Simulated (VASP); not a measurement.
Crystal: Re.

```xyz
2
Lattice="2.7370 0.0000 0.0000 -1.3685 2.3703 0.0000 0.0000 0.0000 4.4173" Properties=species:S:1:pos:R:3 pbc="T T T"
Re    0.0000    1.5802    3.3130
Re    1.3685    0.7901    1.1043
```

Base run:

| Item | Value |
| --- | --- |
| Program | VASP 6.6.1 |
| Functional | LDA |
| Potentials or basis | VASP PAW LDA potentials, release 64 (Re) |
| Cutoff | 520 eV |
| k mesh | 18 × 18 × 10 |
| Occupations | gaussian, width 0.05 eV |
| Spin | no spin polarisation |

Its results: band gap on the k mesh zero (band 7 reaches 9.84 eV, above the bottom of band 8 at 6.37 eV); pressure 1.6 GPa.

Q: The run is repeated on the same cell with these changes: potentials or basis from VASP PAW LDA potentials, release 64 (Re) to VASP PAW LDA potentials, release 64 (Re_sv_GW); cutoff from 520 eV to 500 eV; further incar settings from ALGO = Normal; EDIFF = 1e-06; NBANDS = 14 to ALGO = Normal; EDIFF = 1e-06; NBANDS = 22; valence electrons from 14 to 30. What comes out?

A: Band gap on the k mesh zero (band 15 reaches 14.90 eV, above the bottom of band 16 at 11.44 eV); pressure -0.9 GPa.

Caveats: spin-orbit coupling is left out, which moves the levels of the heavy elements.
